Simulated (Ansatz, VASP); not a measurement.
NiO: VASP beside Ansatz

```
O Ni
1.0
     4.17710    2.08855    2.08855
     2.08855    4.17710    2.08855
     2.08855    2.08855    4.17710
O Ni
2 2
Direct
  0.25000 0.25000 0.25000
  0.75000 0.75000 0.75000
  0.00000 0.00000 0.00000
  0.50000 0.50000 0.50000
```

Alike in both runs: task single point; functional PBE; k mesh 8 × 8 × 8; occupations fermi-dirac, width 0.03 eV; collinear spin; Hubbard terms Ni d U = 6.6 eV.

```csv
,VASP,Ansatz
version,VASP 6.6.1,Ansatz 0.2.0
potentials or method,"VASP PAW PBE potentials, release 64 (O, Ni), cutoff 520 eV","PAW, plane waves, scalar-relativistic"
valence electrons in the cell,32,48
```

```csv
,VASP,Ansatz,Ansatz less VASP
pressure (GPa),2.2,13.8,+11.60
net moment per atom (μB),1.00,1.00,0.000
size of the moment on the site where the two differ most (μB),1.84,1.73,-0.108
```

Site moments also hang on the region over which each program counts them. The programs project onto different local orbitals, so the same U acts differently, and such runs can settle in different states. VASP's potentials hold 32 valence electrons a cell and Ansatz's 48, so a difference there can come from the potentials and not from the codes. Ansatz's warnings: no starting moments.
